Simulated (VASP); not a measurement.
Write the native input for VASP 6.6.1 that does the following.

```
Task                   : single point
Functional             : PBE
Potentials or basis    : VASP PAW PBE potentials, release 64 (Si, As)
Cutoff                 : 520 eV
k mesh                 : 6 × 4 × 4
Occupations            : gaussian, width 0.2 eV
Spin                   : no spin polarisation
Dipole correction      : no
Further INCAR settings : ALGO = Normal; EDIFF = 1e-06; NBANDS = 27
```

The structure of Si3As lies in POSCAR:

```
Si3As
1.0
   -3.3218254802      0.0000000000      0.0000000000
    0.0000000000      0.0000000000     -5.7662796786
    0.0000000000     -6.6436509604      0.0000000000
Si As
6 2
Direct
    0.5000000000      0.7248360299      0.7500000000
    0.5000000000      0.7248360299      0.2500000000
    0.5000000000      0.2751639701      0.7500000000
    0.5000000000      0.2751639701      0.2500000000
    1.0000000000      0.5000000000      0.5000000000
    0.0000000000      0.5000000000      0.0000000000
    1.0000000000      0.0000000000      0.5000000000
    1.0000000000      0.0000000000      1.0000000000
```

These files were run (other wordings do the same):

INCAR

```
SYSTEM = Si3As
ALGO = Normal ; EDIFF = 1E-6
ENCUT = 520 ; GGA = PE
ISIF = 2 ; ISMEAR = 0
LASPH = .TRUE. ; LCHARG = .FALSE.
LREAL = .FALSE. ; LWAVE = .FALSE.
NBANDS = 27 ; NELM = 100
PREC = Accurate ; SIGMA = 0.2
```

KPOINTS

```
k-points
0
G
  6 4 4
  0 0 0
```

Potentials or basis: VASP PAW PBE potentials, release 64 (Si, As).

Run with:

```bash
$ cat potpaw_PBE.64/Si/POTCAR potpaw_PBE.64/As/POTCAR > POTCAR
$ mpirun -np 1 vasp_std > vasp.out
```

It gave:

```
Pressure               : 0.5 GPa
Largest force          : 0.080 eV/Å
Band gap on the k mesh : zero (bands 17 and 18 overlap by 4.14 eV)
```

It took 3.4 min on 1 thread of Intel Xeon 8259CL (shared host), peak memory 0.29 GiB.
